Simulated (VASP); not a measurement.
Wanted: the native input for a VASP 6.6.1 run.

| Quantity | Value |
| --- | --- |
| Task | single point |
| Functional | PBEsol |
| Potentials or basis | VASP PAW PBE potentials, release 64 (Cu_sv_GW, O) |
| Cutoff | 700 eV |
| k mesh | 6 × 6 × 4 |
| Occupations | gaussian, width 0.1 eV |
| Spin | collinear spin |
| Starting moments | [1.0, 1.0, 0.0, 0.0] μB |
| Dipole correction | no |
| Further INCAR settings | ALGO = Normal; EDIFF = 1e-06; NBANDS = 37 |

The structure of CuO lies in POSCAR:

```
CuO
1.0
    2.3446500000     -1.7134000000      0.0000000000
    2.3446500000      1.7134000000      0.0000000000
   -0.8605500000      0.0000000000      5.0594400000
Cu O
2 2
Direct
    0.0032000000      0.4968000000      0.0000000000
    0.4968000000      0.0032000000      0.5000000000
    0.5714000000      0.4056000000      0.2537000000
    0.4056000000      0.5714000000      0.7537000000
```

One way to write it, as run:

INCAR

```
SYSTEM = CuO
PREC = Accurate
ENCUT = 700
EDIFF = 1E-6
ISMEAR = 0
SIGMA = 0.1
LREAL = .FALSE.
LASPH = .TRUE.
NELM = 200
ALGO = Normal
ISIF = 2
LWAVE = .FALSE.
LCHARG = .TRUE.
ISPIN = 2
MAGMOM = 1 1 0 0
LORBIT = 11
LMAXMIX = 4
GGA = PS
LELF = .TRUE.
LVHAR = .TRUE.
NBANDS = 37
GGA_COMPAT = .FALSE.
```

KPOINTS

```
Automatic mesh
0
G
  6 6 4
  0 0 0
```

Potentials or basis: VASP PAW PBE potentials, release 64 (Cu_sv_GW, O).

Command:

```console
$ cat potpaw_PBE.64/Cu_sv_GW/POTCAR potpaw_PBE.64/O/POTCAR > POTCAR
$ mpirun -np 1 vasp_std > vasp.out
```

Results of the run:

The pressure is -5.5 GPa and the largest force is 0.761 eV/Å. The band gap on the k mesh is zero (filled and empty bands overlap). The net moment is 0.01 μB per cell and the valence electrons inside the program's atomic spheres are Cu 17.50; O 4.93.

Caveat: the k points lie up to 0.38 Å⁻¹ apart, too coarse for converged energies and pressures of a metal; the PAW data sets were made with another functional, which shifts forces and pressure a little; semilocal functionals often make such compounds metallic where correlation or magnetic order opens a gap, which also shifts bond lengths.

Wall time 5.2 min on 1 thread of AMD EPYC 7R13 Processor (Zen 3), on a shared host, peak memory 0.29 GiB.
